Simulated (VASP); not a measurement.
# AlO5 (P4/mmm) in VASP: single point with PBE

Aim: the single point of AlO5 with PBE.

All numbers are computed with VASP 6.6.1; they aren't measurements. Logs are shortened: lines on timing, memory, paths and dates and some standing lists are left out, and cuts for length are marked.

**1. The cell of the first run**

The structure is tetragonal, space group P4/mmm (No. 123). The conventional cell has a = 5.218 Å, b = 5.218 Å, c = 3.318 Å, α = 90.00°, β = 90.00°, γ = 90.00°. Al (site symmetry 4/mmm) has 2 O at 1.66 Å within 2.2 Å. O (site symmetry m2m) has 2 O at 1.57 Å within 2.1 Å. Within 2.2 Å of O (site symmetry 4/mmm) lie 2 Al at 1.66 Å.

The cell was generated, and may not be a known phase.

**2. Single point, PBE**

INCAR reads:

```
SYSTEM = AlO5
PREC = Accurate
ENCUT = 1340
EDIFF = 1E-6
ISMEAR = 0
SIGMA = 0.2
LREAL = .False.
LASPH = .True.
NELM = 120
ALGO = Normal
ISIF = 2
LWAVE = .False.
LCHARG = .True.
GGA = PE
LELF = .True.
LVHAR = .True.
NBANDS = 26
GGA_COMPAT = .False.
```

KPOINTS reads:

```
regular mesh
0
Gamma
  4 4 5
  0 0 0
```

POSCAR reads:

```
AlO5
1.0
    5.2182797684      0.0000000000      0.0000000000
    0.0000000000      5.2182797684      0.0000000000
    0.0000000000      0.0000000000      3.3177735684
Al O
1 5
Direct
    0.5000000000      0.5000000000      0.5000000000
    0.1500405911      0.1500405911      0.0000000000
    0.8499594089      0.8499594089      0.0000000000
    0.8499594089      0.1500405911      0.0000000000
    0.1500405911      0.8499594089      0.0000000000
    0.5000000000      0.5000000000      0.0000000000
```

Potentials or basis: VASP PAW PBE potentials, release 64 (Al, O_h).

Launch:

```
> cat potpaw_PBE.64/Al/POTCAR potpaw_PBE.64/O_h/POTCAR > POTCAR
> mpirun -np 1 vasp_std > vasp.out
```

OUTCAR:

```text
SYSTEM = AlO5
   PREC = Accurate
   ENCUT = 1340
   EDIFF = 1E-6
   ISMEAR = 0
   LREAL = .False.
   LASPH = .True.
   NELM = 120
   ISIF = 2
   GGA = PE

 ion  position               nearest neighbor table
   1  0.500  0.500  0.500-   6 1.66   6 1.66
   2  0.150  0.150  0.000-
   3  0.850  0.850  0.000-
   4  0.850  0.150  0.000-
   5  0.150  0.850  0.000-
   6  0.500  0.500  0.000-   1 1.66   1 1.66

  LATTYP: Found a simple tetragonal cell.
 ALAT       =     5.2182797684
 C/A-ratio  =     0.6357983312

  Lattice vectors:

 A1 = (   5.2182797684,   0.0000000000,   0.0000000000)
 A2 = (   0.0000000000,   5.2182797684,   0.0000000000)
 A3 = (   0.0000000000,   0.0000000000,   3.3177735684)

Analysis of symmetry for initial positions (statically):
=====================================================================
 Subroutine PRICEL returns:
 Original cell was already a primitive cell.

 Routine SETGRP: Setting up the symmetry group for a
 simple tetragonal supercell.

 Subroutine GETGRP returns: Found 16 space group operations
 (whereof 16 operations were pure point group operations)
 out of a pool of 16 trial point group operations.

The static configuration has the point symmetry D_4h.

Analysis of symmetry for dynamics (positions and initial velocities):
=====================================================================
 Subroutine PRICEL returns:
 Original cell was already a primitive cell.

 Routine SETGRP: Setting up the symmetry group for a
 simple tetragonal supercell.

 Subroutine GETGRP returns: Found 16 space group operations
 (whereof 16 operations were pure point group operations)
 out of a pool of 16 trial point group operations.

The dynamic configuration has the point symmetry D_4h.

 Subroutine INISYM returns: Found 16 space group operations
 (whereof 16 operations are pure point group operations),
 and found     1 'primitive' translations

----------------------------------------------------------------------------------------

                                     Primitive cell

  volume of cell :      90.3444

  direct lattice vectors                    reciprocal lattice vectors
     5.218279768  0.000000000  0.000000000     0.191634034  0.000000000  0.000000000
     0.000000000  5.218279768  0.000000000     0.000000000  0.191634034  0.000000000
     0.000000000  0.000000000  3.317773568     0.000000000  0.000000000  0.301406946

  length of vectors
     5.218279768  5.218279768  3.317773568     0.191634034  0.191634034  0.301406946

  position of ions in fractional coordinates (direct lattice)
     0.500000000  0.500000000  0.500000000
     0.150040591  0.150040591  0.000000000
     0.849959409  0.849959409  0.000000000
     0.849959409  0.150040591  0.000000000
     0.150040591  0.849959409  0.000000000
     0.500000000  0.500000000  0.000000000

  ion indices of the primitive-cell ions
   primitive index   ion index
                 1           1
                 2           2
                 3           3
                 4           4
                 5           5
                 6           6

----------------------------------------------------------------------------------------

 KPOINTS: regular mesh

Automatic generation of k-mesh.
 Grid dimensions read from file:
 generate k-points for:    4    4    5

 Generating k-lattice:

  Cartesian coordinates                     Fractional coordinates (reciprocal lattice)
     0.047908508  0.000000000  0.000000000     0.250000000  0.000000000  0.000000000
     0.000000000  0.047908508  0.000000000     0.000000000  0.250000000  0.000000000
     0.000000000  0.000000000  0.060281389     0.000000000  0.000000000  0.200000000

  Length of vectors
     0.047908508  0.047908508  0.060281389

  Shift w.r.t. Gamma in fractional coordinates (k-lattice)
     0.000000000  0.000000000  0.000000000

 Subroutine IBZKPT returns following result:
 ===========================================

 Found     18 irreducible k-points:

 Following reciprocal coordinates:
            Coordinates               Weight
  0.000000  0.000000  0.000000      1.000000
  0.250000  0.000000  0.000000      4.000000
  0.500000  0.000000  0.000000      2.000000
  0.250000  0.250000  0.000000      4.000000
  0.500000  0.250000  0.000000      4.000000
  0.500000  0.500000  0.000000      1.000000
[... 10 lines left out ...]
  0.500000  0.250000  0.400000      8.000000
  0.500000  0.500000  0.400000      2.000000
   k-points           NKPTS =     18   k-points in BZ     NKDIM =     18   number of bands    NBANDS=     26
   number of dos      NEDOS =    301   number of ions     NIONS =      6
   total plane-waves  NPLWV = 163840
   dimension x,y,z NGX =    64 NGY =   64 NGZ =   40
   dimension x,y,z NGXF=   128 NGYF=  128 NGZF=   80
   ions per type =               1   5
   NGX,Y,Z   is equivalent  to a cutoff of  20.39, 20.39, 20.04 a.u.
   NGXF,Y,Z  is equivalent  to a cutoff of  40.78, 40.78, 40.09 a.u.
 SYSTEM =  AlO5
   PREC   = accura    normal or accurate (medium, high low for compatibility)
   ISTART =      0    job   : 0-new  1-cont  2-samecut
   ICHARG =      2    charge: 1-file 2-atom 10-const
   ISPIN  =      1    spin polarized calculation?
   LNONCOLLINEAR =      F non collinear calculations
   LSORBIT =      F    spin-orbit coupling
   LASPH  =      T    aspherical Exc in radial PAW
   ENCUT  = 1340.0 eV  98.49 Ry    9.92 a.u.  15.58 15.58  9.90*2*pi/ulx,y,z
   NELM   =    120;   NELMIN=  2; NELMDL= -5     # of ELM steps
   EDIFF  = 0.1E-05   stopping-criterion for ELM
   LREAL  =      F    real-space projection
   EDIFFG = 0.1E-04   stopping-criterion for IOM
   NSW    =      0    number of steps for IOM
   IBRION =     -1    ionic relax: 0-MD 1-quasi-New 2-CG
   NFREE  =      0    steps in history (QN), initial steepest desc. (CG)
   ISIF   =      2    stress and relaxation
   ISYM   =      2    0-nonsym 1-usesym 2-fastsym
   POTIM  = 0.5000    time-step for ionic-motion
   TEBEG  =    0.0;   TEEND  =   0.0 temperature during run
   PSTRESS=    0.0 pullay stress
   NELECT =      33.0000    total number of electrons
   NUPDOWN=      -1.0000    fix difference up-down
   EMIN   =  10.00;   EMAX   =-10.00  energy-range for DOS
   EFERMI =   0.00;   METHOD = LEGACY
   ISMEAR =     0;   SIGMA  =   0.20  broadening in eV -4-tet -1-fermi 0-gaus
   EFERMI_NEDOS =   21; number of points for ismear=-14 and -15
   IALGO  =     38    algorithm
   IMIX   =      4    mixing-type and parameters
     AMIX     =   0.40;   BMIX     =  1.00
     AMIX_MAG =   1.60;   BMIX_MAG =  1.00
  volume/ion in A,a.u.               =      15.06       101.61
  Fermi-wavevector in a.u.,A,eV,Ry     =   1.170251  2.211454 18.633005  1.369487
  Thomas-Fermi vector in A             =   2.306712
   LORBIT       =      0    0 simple, 1 ext, 2 COOP (PROOUT), +10 PAW based schemes
   GGA     = PE    functional components
   LHFCALC =     F    Hartree Fock is set to
   AEXX    =    0.0000 exact exchange contribution
   IVDW    =     0    specifies the selected vdW correction
   LEPSILON=     F    determine dielectric tensor
   LRPA    =     F    only Hartree local field effects (RPA)
 non-spin polarized calculation
 Gauss-broadening in eV      SIGMA  =   0.20
  energy-cutoff  :     1340.00
  volume of cell :       90.34
 maximum number of plane-waves:     10087
 NGX is ok and might be reduce to    64
   NGX = 31   NGY = 31   NGZ = 19

 number of electron      33.0000004 magnetization

 Free energy of the ion-electron system (eV)
  ---------------------------------------------------
  ext. energy  EPLUGINS =         0.00000000
  ---------------------------------------------------
  free energy    TOTEN  =       -27.45020237 eV

  energy without entropy =      -27.39549693  energy(sigma->0) =      -27.42284965

 E-fermi :   2.0277     XC(G=0):  -8.2891

 val. band max:        2.0246946593   @ k =   0.5000   0.0000   0.4000
 cond. band min:       2.1058388839   @ k =   0.5000   0.5000   0.0000
 fundamental gap:      0.0811442247
 Fermi energy:         2.0277052373

 k-point     1 :       0.0000    0.0000    0.0000
  band No.  band energies     occupation
      1     -22.6851      2.00000
      2     -18.1196      2.00000
      3     -17.6674      2.00000
      4     -17.6674      2.00000
      5     -12.5165      2.00000
      6      -6.9631      2.00000
[... 18 lines left out ...]
     25       9.6588      0.00000
     26      12.7129      0.00000

 k-point     2 :       0.2500    0.0000    0.0000
  band No.  band energies     occupation
      1     -22.6782      2.00000
      2     -18.2174      2.00000
      3     -17.6616      2.00000
      4     -17.5800      2.00000
      5     -12.5501      2.00000
      6      -6.9288      2.00000
[... 18 lines left out ...]
     25      10.7236      0.00000
     26      12.0313      0.00000

 k-point     3 :       0.5000    0.0000    0.0000
  band No.  band energies     occupation
      1     -22.6712      2.00000
      2     -18.2940      2.00000
      3     -17.6558      2.00000
      4     -17.5139      2.00000
      5     -12.5834      2.00000
      6      -6.9119      2.00000
[... 18 lines left out ...]
     25      11.4781      0.00000
     26      11.5344      0.00000

 k-point     4 :       0.2500    0.2500    0.0000
  band No.  band energies     occupation
      1     -22.6724      2.00000
      2     -18.2230      2.00000
      3     -17.6820      2.00000
      4     -17.5762      2.00000
      5     -12.5501      2.00000
      6      -6.8748      2.00000
[... 18 lines left out ...]
     25      10.5369      0.00000
     26      11.6176      0.00000

 k-point     5 :       0.5000    0.2500    0.0000
  band No.  band energies     occupation
      1     -22.6666      2.00000
      2     -18.2321      2.00000
      3     -17.6762      2.00000
      4     -17.5951      2.00000
      5     -12.5497      2.00000
      6      -6.8346      2.00000
[... 18 lines left out ...]
     25      10.3803      0.00000
     26      12.7678      0.00000

 k-point     6 :       0.5000    0.5000    0.0000
  band No.  band energies     occupation
      1     -22.6621      2.00000
      2     -18.1499      2.00000
      3     -17.6964      2.00000
      4     -17.6964      2.00000
      5     -12.5163      2.00000
      6      -6.7729      2.00000
[... 253 lines left out ...]
 k-point    15 :       0.5000    0.0000    0.4000
  band No.  band energies     occupation
      1     -22.6007      2.00000
      2     -18.0046      2.00000
      3     -17.5879      2.00000
      4     -17.3778      2.00000
      5     -12.5001      2.00000
      6      -6.8210      2.00000
[... 18 lines left out ...]
     25      11.9150      0.00000
     26      12.1848      0.00000

 k-point    16 :       0.2500    0.2500    0.4000
  band No.  band energies     occupation
      1     -22.6016      2.00000
      2     -17.9194      2.00000
      3     -17.6107      2.00000
      4     -17.4562      2.00000
      5     -12.4707      2.00000
      6      -6.8010      2.00000
[... 18 lines left out ...]
     25      11.7393      0.00000
     26      12.2852      0.00000

 k-point    17 :       0.5000    0.2500    0.4000
  band No.  band energies     occupation
      1     -22.5966      2.00000
      2     -17.9294      2.00000
      3     -17.6056      2.00000
      4     -17.4711      2.00000
      5     -12.4692      2.00000
      6      -6.7647      2.00000
[... 18 lines left out ...]
     25      11.8812      0.00000
     26      12.2955      0.00000

 k-point    18 :       0.5000    0.5000    0.4000
  band No.  band energies     occupation
      1     -22.5926      2.00000
      2     -17.7949      2.00000
      3     -17.6233      2.00000
      4     -17.6233      2.00000
      5     -12.4384      2.00000
      6      -6.7165      2.00000
[... 18 lines left out ...]
     25      12.6637      0.00000
     26      12.6637      0.00000

------------------------ aborting loop because EDIFF is reached ----------------------------------------

  FORCE on cell =-STRESS in cart. coord.  units (eV):
  Direction    XX          YY          ZZ          XY          YZ          ZX
  --------------------------------------------------------------------------------------
  -------------------------------------------------------------------------------------
  Total        0.1546913      0.1546913     -0.1767392      0.0000000      0.0000000     -0.0000000
  in kB        2.7433104      2.7433104     -3.1343105      0.0000000      0.0000000     -0.0000000
  external PRESSURE =       0.7841035 kB  Pullay stress =       0.0000000 kB

 VOLUME and BASIS-vectors are now :
 -----------------------------------------------------------------------------
  energy-cutoff  :     1340.00
  volume of cell :       90.34
      direct lattice vectors                 reciprocal lattice vectors
     5.218279768  0.000000000  0.000000000     0.191634034  0.000000000  0.000000000
     0.000000000  5.218279768  0.000000000     0.000000000  0.191634034  0.000000000
     0.000000000  0.000000000  3.317773568     0.000000000  0.000000000  0.301406946

 POSITION                                       TOTAL-FORCE (eV/Angst)
 -----------------------------------------------------------------------------------
      2.60914      2.60914      1.65889        -0.000000      0.000000      0.000000
      0.78295      0.78295      0.00000         0.024214      0.024214     -0.000000
      4.43533      4.43533      0.00000        -0.024214     -0.024214      0.000000
      4.43533      0.78295      0.00000        -0.024214      0.024214      0.000000
      0.78295      4.43533      0.00000         0.024214     -0.024214     -0.000000
      2.60914      2.60914      0.00000        -0.000000      0.000000      0.000000
 -----------------------------------------------------------------------------------
    total drift:                                0.000000     -0.000000     -0.000000

  FREE ENERGIE OF THE ION-ELECTRON SYSTEM (eV)
  ---------------------------------------------------
  free  energy   TOTEN  =       -27.4502023713 eV

  energy  without entropy=      -27.3954969255  energy(sigma->0) =      -27.42284965
```

Run time: 3.4 min. Hardware: 1 thread of AMD EPYC 7R13 (Zen 3), shared host; peak memory 0.43 GiB.

Results:

```yaml
Free_energy: -27.4502 eV
Pressure: 0.1 GPa
Largest_force: 0.034 eV/Å
Band_gap_on_the_k_mesh: zero (an odd number of electrons rules out a gap without spin polarisation)
```

Forces in eV/Å, atoms in the order of the input:
```
Al   0.000  0.000  0.000
O    0.024  0.024  0.000
O   -0.024 -0.024  0.000
O   -0.024  0.024  0.000
O    0.024 -0.024  0.000
O    0.000  0.000  0.000
```

Stress tensor (GPa, compression positive):
```
 0.27  0.00  0.00
 0.00  0.27  0.00
 0.00  0.00 -0.31
```

Caveat: the k points lie up to 0.38 Å⁻¹ apart, too coarse for converged energies and pressures of a metal; an odd number of electrons without spin polarisation forces a metal; a magnetic or distorted state may lie lower.

The gap in the log of VASP goes by the Fermi energy; the results here count the filled bands.